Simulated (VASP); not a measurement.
Write the native input for VASP 6.6.1 that does the following.

- Task: single point
- Functional: PBEsol
- Dispersion: D3(BJ)
- Potentials or basis: VASP PAW PBE potentials, release 64 (Te, Mo_sv, H)
- Cutoff: 400 eV
- k mesh: 9 × 9 × 2
- Occupations: gaussian, width 0.05 eV
- Spin: no spin polarisation
- Dipole correction: no
- Further INCAR settings: ALGO = Normal; EDIFF = 1e-06; NBANDS = 50

The structure of Te6Mo3H (a cell with a defect) lies in POSCAR:

```
Te6Mo3H
1.0
    3.4334342720      0.0000000000      0.0000000000
   -1.7167171360      2.9734413017      0.0000000000
    0.0000000000      0.0000000000     20.7704294686
Te Mo H
6 3 1
Direct
    0.0000000000      0.0000000000      0.9125759363
    0.3333333333      0.6666666667      0.5917818730
    0.3333333333      0.6666666667      0.2333053354
    0.3333333333      0.6666666667      0.7666946646
    0.3333333333      0.6666666667      0.4082181270
    0.0000000000      0.0000000000      0.0874240637
    0.0000000000      0.0000000000      0.6791511892
    0.0000000000      0.0000000000      0.3208488108
    0.3333333333      0.6666666667      0.0000000000
   -0.3856431633     -0.3594882483      0.8356769680
```

These files were run (other wordings do the same):

INCAR

```
SYSTEM = Te6Mo3H
PREC = Accurate
ENCUT = 400
EDIFF = 1E-6
ISMEAR = 0
SIGMA = 0.05
LREAL = .False.
LASPH = .True.
NELM = 120
ALGO = Normal
ISIF = 2
LWAVE = .False.
LCHARG = .False.
GGA = PS
IVDW = 12
NBANDS = 50
GGA_COMPAT = .False.
```

KPOINTS

```
regular mesh
0
Gamma
  9 9 2
  0 0 0
```

Potentials or basis: VASP PAW PBE potentials, release 64 (Te, Mo_sv, H).

Run with:

```bash
$ cat potpaw_PBE.64/Te/POTCAR potpaw_PBE.64/Mo_sv/POTCAR potpaw_PBE.64/H/POTCAR > POTCAR
$ mpirun -np 1 vasp_std > vasp.out
```

It gave:

```yaml
Pressure: 1.2 GPa
Largest_force: 1.143 eV/Å
Band_gap_on_the_k_mesh: zero (an odd number of electrons rules out a gap without spin polarisation)
Dispersion_energy_per_atom: -0.504 eV
```

Caveat: the PAW data sets were made with another functional, which shifts forces and pressure a little; spin-orbit coupling is left out, which moves the levels of the heavy elements.

It took 7.1 min on 1 thread of Intel(R) Xeon(R) 6975P-C (Granite Rapids), on a shared host, peak memory 0.59 GiB.
